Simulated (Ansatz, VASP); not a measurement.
Two plane-wave programs on HC

The input INCAR:

```
  PREC = Accurate
  ENCUT = 520
  EDIFF = 1E-6
  ISMEAR = 0
  SIGMA = 0.005
  LREAL = F
  LASPH = T
  NELM = 150
  ALGO = Normal
  ISIF = 2
  LWAVE = F
  LCHARG = F
  ISPIN = 2
  MAGMOM = 1 0
  LORBIT = 11
  GGA = PE
  IVDW = 12
  IBRION = 2
  NSW = 100
  EDIFFG = -0.01
  ISYM = 0
```

File KPOINTS:

```
Automatic mesh
0
Gamma
  1 1 1
```

Contents of POSCAR:

```
HC
1.0
   15.0000000000      0.0000000000      0.0000000000
    0.0000000000     15.5000000000      0.0000000000
    0.0000000000      0.0000000000     16.0000000000
C H
1 1
Direct
    0.5017982093      0.4990469909      0.4667333543
    0.4982017907      0.5009530091      0.5332666457
```

Input for Ansatz:

```yaml
crystal:
  lattice:
    - [15.0, 0.0, 0.0]
    - [0.0, 15.5, 0.0]
    - [0.0, 0.0, 16.0]
  atoms:
    - { symbol: C, position: [0.5017982093, 0.4990469909, 0.4667333543], spin: 1.0 }
    - { symbol: H, position: [0.4982017907, 0.5009530091, 0.5332666457] }
  symmetry: { detect: false }
basis:
  ecutwfc: 420
kpoints:
  mp_grid: { grid: [1, 1, 1] }
hamiltonian:
  xc: pbe
  dispersion: d3bj
scf:
  occupations: { method: gaussian, width: 0.005 }
output:
  forces: true
  eigenvalues: true
  populations: true
magnetization:
  spin_polarized: true
relax:
  adjacent_minimum: "off"
  f_tol: 0.01
  max_steps: 80
```

Alike in both runs: task relaxation of the atoms; functional PBE; dispersion D3(BJ); k mesh 1 × 1 × 1; occupations gaussian, width 0.005 eV; collinear spin.

|  | VASP | Ansatz |
| --- | --- | --- |
| version | VASP 6.6.1 | Ansatz 0.2.0 |
| potentials or method | VASP PAW PBE potentials, release 64 (C, H), cutoff 520 eV | scalar-relativistic, plane waves, PAW |
| valence electrons in the cell | 5 | 5 |

```csv
,VASP,Ansatz,Ansatz less VASP
"gap on the k mesh at the Fermi level, each at its own relaxed structure (eV)",0.60,0.58,-0.017
net moment per atom (μB),0.50,0.50,0.000
size of the moment on the site where the two differ most (μB),0.49,0.21,-0.277
```

Site moments also hang on the region over which each program counts them.
